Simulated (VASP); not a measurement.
# CoO (P-6m2) in VASP: notebook, part 2 of 2

VASP 6.6.1. Earlier steps stand in the parts before.

## Step 3: Single point, PBE, collinear spin, ferromagnetic start

This run uses another cell than the first one, of 9.45 Å³/atom.

Input file INCAR:

```
SYSTEM = CoO
PREC     = Accurate       ! precision mode
ENCUT    = 1340           ! plane-wave cutoff, eV
EDIFF    = 1E-6           ! SCF threshold, eV
ISMEAR   = -1             ! smearing method
SIGMA    = 0.05           ! smearing width, eV
LREAL    = .False.        ! projectors in reciprocal space
LASPH    = .True.         ! aspherical terms in the spheres
NELM     = 200            ! most SCF steps
ALGO     = Normal         ! electronic algorithm
ISIF     = 2              ! what is computed and relaxed
LWAVE    = .False.        ! write WAVECAR
LCHARG   = .False.        ! write CHGCAR
ISPIN    = 2              ! spin polarisation
MAGMOM   = 2 0            ! initial moments
LORBIT   = 11             ! projections on sites
LMAXMIX  = 4              ! l up to which the mixer works
GGA      = PE             ! functional
NBANDS   = 22             ! bands
GGA_COMPAT= .False.
```

Input file KPOINTS:

```
Automatic mesh
0
Gamma
  11 11 10
  0 0 0
```

Input file POSCAR:

```
CoO
1.0
    2.8176958596      0.0000000000      0.0000000000
   -1.4088479249      2.4401961906      0.0000000000
    0.0000000000      0.0000000000      2.7499315531
Co O
1 1
Direct
    0.0000000000      0.0000000000      0.0000000000
    0.6666666667      0.3333333333      0.5000000000
```

Potentials or basis: VASP PAW PBE potentials, release 64 (Co_sv, O_h).

Command:

```console
cat potpaw_PBE.64/Co_sv/POTCAR potpaw_PBE.64/O_h/POTCAR > POTCAR
mpirun -np 1 vasp_std > vasp.out
```

OUTCAR:

```text
SYSTEM = CoO
   PREC = Accurate
   ENCUT = 1340
   EDIFF = 1E-6
   ISMEAR = -1
   LREAL = .False.
   LASPH = .True.
   NELM = 200
   ISIF = 2
   ISPIN = 2
   LORBIT = 11
   GGA = PE

 ion  position               nearest neighbor table
   1  0.000  0.000  0.000-
   2  0.667  0.333  0.500-

  LATTYP: Found a hexagonal cell.
 ALAT       =     2.8176958596
 C/A-ratio  =     0.9759504539

  Lattice vectors:

 A1 = (   2.8176958596,   0.0000000000,   0.0000000000)
 A2 = (  -1.4088479249,   2.4401961906,   0.0000000000)
 A3 = (   0.0000000000,   0.0000000000,   2.7499315531)

Analysis of symmetry for initial positions (statically):
=====================================================================
 Subroutine PRICEL returns:
 Original cell was already a primitive cell.

 Routine SETGRP: Setting up the symmetry group for a
 hexagonal supercell.

 Subroutine GETGRP returns: Found 12 space group operations
 (whereof 12 operations were pure point group operations)
 out of a pool of 24 trial point group operations.

The static configuration has the point symmetry D_3h.

[... 1384 lines left out ...]
     21      37.7815      0.00000
     22      39.4378      0.00000

 [... further k-points ...]

------------------------ aborting loop because EDIFF is reached ----------------------------------------

  FORCE on cell =-STRESS in cart. coord.  units (eV):
  Direction    XX          YY          ZZ          XY          YZ          ZX
  --------------------------------------------------------------------------------------
  -------------------------------------------------------------------------------------
  Total       -0.0913721     -0.0913721     -0.4011433     -0.0000000     -0.0000000      0.0000000
  in kB       -7.7425428     -7.7425428    -33.9914301     -0.0000000     -0.0000000      0.0000000
  external PRESSURE =     -16.4921719 kB  Pullay stress =       0.0000000 kB

 VOLUME and BASIS-vectors are now :
 -----------------------------------------------------------------------------
  energy-cutoff  :     1340.00
  volume of cell :       18.91
      direct lattice vectors                 reciprocal lattice vectors
     2.817695860  0.000000000  0.000000000     0.354899908  0.204901557  0.000000000
    -1.408847925  2.440196191  0.000000000     0.000000000  0.409803115  0.000000000
     0.000000000  0.000000000  2.749931553     0.000000000  0.000000000  0.363645415

 POSITION                                       TOTAL-FORCE (eV/Angst)
 -----------------------------------------------------------------------------------
      0.00000      0.00000      0.00000         0.000000      0.000000      0.000000
      1.40885      0.81340      1.37497        -0.000000      0.000000      0.000000
 -----------------------------------------------------------------------------------
    total drift:                               -0.000000      0.000000      0.000000

  FREE ENERGIE OF THE ION-ELECTRON SYSTEM (eV)
  ---------------------------------------------------
  free  energy   TOTEN  =       -13.0276747690 eV

  energy  without entropy=      -13.0005470666  energy(sigma->0) =      -13.01411092

 total charge

# of ion       s       p       d       tot
------------------------------------------
    1        2.149   6.073   6.651  14.873
    2        1.047   2.289   0.000   3.336
--------------------------------------------------
tot          3.196   8.362   6.651  18.209

 magnetization (x)

# of ion       s       p       d       tot
------------------------------------------
    1        0.006   0.007   2.517   2.530
    2        0.025   0.280   0.000   0.305
--------------------------------------------------
tot          0.031   0.287   2.517   2.835
```

OSZICAR:

```text
N       E                     dE             d eps       ncg     rms          rms(c)
DAV:   1     0.392398007471E+03    0.39240E+03   -0.20598E+04  9986   0.418E+03
DAV:   2     0.130090211476E+02   -0.37939E+03   -0.35682E+03 12784   0.927E+02
DAV:   3    -0.154591880218E+02   -0.28468E+02   -0.27548E+02 11872   0.205E+02
DAV:   4    -0.158600793448E+02   -0.40089E+00   -0.40013E+00 11090   0.216E+01
DAV:   5    -0.158704029054E+02   -0.10324E-01   -0.10323E-01 10500   0.378E+00    0.180E+01
DAV:   6    -0.148378795592E+02    0.10325E+01   -0.21295E+01 14994   0.953E+01    0.324E+01
DAV:   7    -0.131585144899E+02    0.16794E+01   -0.11954E+01 11710   0.696E+01    0.901E+00
DAV:   8    -0.130397971988E+02    0.11872E+00   -0.60064E-01 13442   0.112E+01    0.489E+00
DAV:   9    -0.130743431867E+02   -0.34546E-01   -0.23324E-01 15742   0.788E+00    0.339E+00
DAV:  10    -0.130274339550E+02    0.46909E-01   -0.10280E-01 13866   0.693E+00    0.811E-01
DAV:  11    -0.130280326642E+02   -0.59871E-03   -0.14359E-02 13684   0.162E+00    0.338E-01
DAV:  12    -0.130280540587E+02   -0.21394E-04   -0.17237E-03 13046   0.651E-01    0.293E-01
DAV:  13    -0.130276925601E+02    0.36150E-03   -0.16758E-03 14062   0.742E-01    0.954E-02
DAV:  14    -0.130276779621E+02    0.14598E-04   -0.17685E-04 11330   0.150E-01    0.393E-02
DAV:  15    -0.130276754403E+02    0.25218E-05   -0.44427E-05 15052   0.978E-02    0.180E-02
DAV:  16    -0.130276747690E+02    0.67132E-06   -0.59979E-06 12180   0.374E-02
   1 F= -.13027675E+02 E0= -.13014111E+02  d E =-.271277E-01  mag=     2.9998
```

It took 4.5 min on 1 thread of AMD EPYC 9R45 (Zen 5), shared host; peak memory 0.38 GiB.

What came out:

```yaml
Free_energy: -13.0277 eV
Pressure: -1.6 GPa
Band_gap_on_the_k_mesh: zero (filled and empty bands overlap)
Net_moment: 3.00 μB per cell
Site_moments: Co +2.53; O +0.30 μB
Valence_electrons_inside_the_program's_atomic_spheres: Co 14.87; O 3.34
```

Caveat: a cell with one magnetic atom can't hold antiferromagnetic order, which such compounds often take; semilocal functionals often make such compounds metallic where correlation or magnetic order opens a gap, which also shifts bond lengths. With open d or f shells a metallic result of PBE can be an artefact of self-interaction; +U or a hybrid may open a gap.

## Step 4: Single point, PBE, collinear spin, ferromagnetic start

Input file INCAR:

```
SYSTEM = CoO
ALGO = Normal
EDIFF = 1E-6
ENCUT = 700
GGA = PE
GGA_COMPAT = .False.
ISIF = 2
ISMEAR = -1
ISPIN = 2
LASPH = .True.
LCHARG = .True.
LELF = .True.
LMAXMIX = 4
LORBIT = 11
LREAL = .False.
LVHAR = .True.
LWAVE = .False.
MAGMOM = 3.5 0
NBANDS = 22
NELM = 200
PREC = Accurate
SIGMA = 0.05
```

Input file KPOINTS:

```
k-points
0
Gamma
  11 11 10
  0 0 0
```

Input file POSCAR:

```
CoO
1.0
    2.8562992300      0.0000000000      0.0000000000
   -1.4281496100      2.4736276900      0.0000000000
    0.0000000000      0.0000000000      2.7876065300
Co O
1 1
Direct
    0.0000000000      0.0000000000      0.0000000000
    0.6666666667      0.3333333333      0.5000000000
```

Potentials or basis: VASP PAW PBE potentials, release 64 (Co_sv, O).

Command:

```console
cat potpaw_PBE.64/Co_sv/POTCAR potpaw_PBE.64/O/POTCAR > POTCAR
mpirun -np 1 vasp_std > vasp.out
```

It took 63 s on 1 thread of Intel Xeon 6975P-C (Granite Rapids), shared host; peak memory 0.22 GiB.

Results (log left out):

| Quantity | Value |
| --- | --- |
| Free energy | -13.0010 eV |
| Pressure | -9.0 GPa |
| Band gap on the k mesh | zero (filled and empty bands overlap) |
| Net moment | 3.00 μB per cell |
| Site moments | Co +2.53; O +0.39 μB |
| Valence electrons inside the program's atomic spheres | Co 14.85; O 4.95 |

Stress tensor (GPa, compression positive):
```
 -7.49   0.00   0.00
  0.00  -7.49   0.00
  0.00   0.00 -11.98
```

Levels at points of the mesh, in eV from the Fermi level:
Spin up:
```csv
k point,band 11,band 12,band 13,band 14,band 15,band 16
"(0.00, 0.00, 0.00)",-2.96,-1.04,-1.04,0.44,14.30,15.95
"(0.00, 0.00, 0.50)",-2.20,-1.25,-1.25,6.45,6.69,20.81
```
Spin down:
```
           k point  band 6  band 7  band 8  band 9  band 10  band 11  band 12  band 13  band 14  band 15
(0.00, 0.00, 0.00)   -3.41   -3.41   -2.96   -2.57     0.35     0.35     0.75     0.75     1.05    14.69
(0.00, 0.00, 0.50)   -7.98   -2.78   -2.78   -0.93    -0.93    -0.22     0.99     0.99     7.11     7.13
```

Caveat: the cell stands under tension; a cell with one magnetic atom can't hold antiferromagnetic order, which such compounds often take; semilocal functionals often make such compounds metallic where correlation or magnetic order opens a gap, which also shifts bond lengths. With open d or f shells a metallic result of PBE can be an artefact of self-interaction; +U or a hybrid may open a gap.

## Step 5: Single point, PBE, collinear spin, ferromagnetic start

This run uses another cell than the first one, of 9.43 Å³/atom.

Input file INCAR:

```
PREC = Accurate
ENCUT = 700
EDIFF = 1E-6
ISMEAR = -1
SIGMA = 0.05
LREAL = F
LASPH = T
NELM = 200
ALGO = Normal
ISIF = 2
LWAVE = F
LCHARG = F
ISPIN = 2
MAGMOM = 2 0
LORBIT = 11
LMAXMIX = 4
GGA = PE
NBANDS = 22
GGA_COMPAT = F
```

Input file KPOINTS:

```
Automatic mesh
0
Gamma
  11 11 10
```

Input file POSCAR:

```
CoO
1.0
    2.8297493448     -0.0000000029      0.0000000000
   -1.4148746699      2.4506348204      0.0000000000
    0.0000000000      0.0000000000      2.7207190185
Co O
1 1
Direct
    0.0000000000      0.0000000000      0.0000000000
    0.6666666667      0.3333333333      0.5000000000
```

Command:

```console
cat potpaw_PBE.64/Co_sv/POTCAR potpaw_PBE.64/O/POTCAR > POTCAR
mpirun -np 1 vasp_std > vasp.out
```

Run time: 75 s. Hardware: 1 thread of Intel Xeon Platinum 8259CL at 2.50GHz (Skylake/Cascade Lake), shared host; peak memory 0.21 GiB.

Results (log left out):

* Free energy: -13.0255 eV
* Pressure: -1.2 GPa
* Band gap on the k mesh: zero (filled and empty bands overlap)
* Net moment: 3.00 μB per cell
* Site moments: Co +2.53; O +0.40 μB
* Valence electrons inside the program's atomic spheres: Co 14.88; O 4.97

Levels at points of the mesh, in eV from the Fermi level:
Spin up:
| k point | band 11 | band 12 | band 13 | band 14 | band 15 | band 16 |
| --- | --- | --- | --- | --- | --- | --- |
| (0.00, 0.00, 0.00) | -2.95 | -1.04 | -1.04 | 0.62 | 14.59 | 16.01 |
| (0.00, 0.00, 0.50) | -2.19 | -1.30 | -1.30 | 6.78 | 6.82 | 21.27 |
Spin down:
| k point | band 6 | band 7 | band 8 | band 9 | band 10 | band 11 | band 12 | band 13 | band 14 | band 15 |
| --- | --- | --- | --- | --- | --- | --- | --- | --- | --- | --- |
| (0.00, 0.00, 0.00) | -3.74 | -3.74 | -3.05 | -2.70 | 0.30 | 0.30 | 0.80 | 0.80 | 1.21 | 15.00 |
| (0.00, 0.00, 0.50) | -8.35 | -3.08 | -3.08 | -1.00 | -1.00 | -0.13 | 0.94 | 0.94 | 7.27 | 7.45 |

Caveat: a cell with one magnetic atom can't hold antiferromagnetic order, which such compounds often take; semilocal functionals often make such compounds metallic where correlation or magnetic order opens a gap, which also shifts bond lengths. With open d or f shells a metallic result of PBE can be an artefact of self-interaction; +U or a hybrid may open a gap.

## Step 6: The runs side by side

```tsv
potentials or basis	cell	cutoff (eV)	gap on the mesh (eV)	pressure (GPa)	moment (μB)
VASP PAW PBE potentials, release 64 (Co_sv, O)	a = 2.856, b = 2.856, c = 2.788 Å, angles 90.0, 90.0, 120.0°, 2 atoms	700	none	-9.0	3.00
VASP PAW PBE potentials, release 64 (Co_sv, O_h)	a = 2.818, b = 2.818, c = 2.750 Å, angles 90.0, 90.0, 120.0°, 2 atoms	1340	none	-1.6	3.00
VASP PAW PBE potentials, release 64 (Co_sv, O)	a = 2.830, b = 2.830, c = 2.721 Å, angles 90.0, 90.0, 120.0°, 2 atoms	700	none	-1.2	3.00
```

Alike in all rows: task single point; level PBE; spin collinear, ferromagnetic start; k mesh 11 × 11 × 10; smearing fermi-dirac 0.05 eV.

Caveats: a cell with one magnetic atom can't hold antiferromagnetic order, which such compounds often take; semilocal functionals often make such compounds metallic where correlation or magnetic order opens a gap, which also shifts bond lengths; the cell stands under tension (at least some runs).

Absolute energies hang on the potentials; compare differences alone.
